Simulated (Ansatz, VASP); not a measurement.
**SiC7: VASP beside Ansatz**

```
CELL_PARAMETERS angstrom
-3.82879 -3.78452 -0.00188
0.01114 3.77527 3.82325
-3.82494 3.77881 -3.83791
ATOMIC_POSITIONS crystal
C 0.52202 0.01661 0.02371
C 0.99959 0.99152 0.00617
C 0.83621 0.17662 0.66850
C 0.67565 0.33746 0.34950
C 0.15895 0.33124 0.33339
C 0.97245 0.48172 0.00874
C 0.84804 0.67443 0.65792
C 0.32302 0.67483 0.62700
C 0.67402 0.83922 0.34281
C 0.16056 0.82919 0.32196
C 0.31756 0.12363 0.93991
C 0.83337 0.16942 0.92251
C 0.69874 0.35218 0.58476
C 0.14919 0.34759 0.57038
C 0.50660 0.50230 0.28564
C 0.99355 0.49756 0.24569
C 0.86097 0.68217 0.90379
C 0.67290 0.84474 0.57742
C 0.15498 0.81819 0.55236
C 0.50881 0.00447 0.25911
C 0.99615 0.99544 0.24820
Si 0.33262 0.16994 0.66724
Si 0.51887 0.48200 0.01486
Si 0.31508 0.68164 0.89944
```

Alike in both runs: functional PBE; k mesh 4 × 4 × 3; occupations gaussian, width 0.1 eV; no spin polarisation.

Ansatz relaxed the structure, and its values are those at the end. VASP's run is a single point on that final structure, the one shown.

|  | VASP | Ansatz |
| --- | --- | --- |
| version | VASP 6.6.1 | Ansatz 0.2.0 |
| potentials or method | VASP PAW PBE potentials, release 64 (C, Si), cutoff 520 eV | scalar-relativistic, plane waves, PAW |
| valence electrons in the cell | 96 | 96 |

|  | VASP | Ansatz | Ansatz less VASP |
| --- | --- | --- | --- |
| gap on the k mesh at the Fermi level (eV) | 1.41 | 1.43 | +0.014 |
| least direct gap on the mesh (eV) | 1.41 | 1.43 | +0.014 |
| pressure (GPa) | 0.1 | -0.1 | -0.18 |
| rms of the force components (eV/Å) | 0.014 | 0.005 | -0.0088 |

The functional is the same, so the differences come from potentials, cutoffs and numerics.
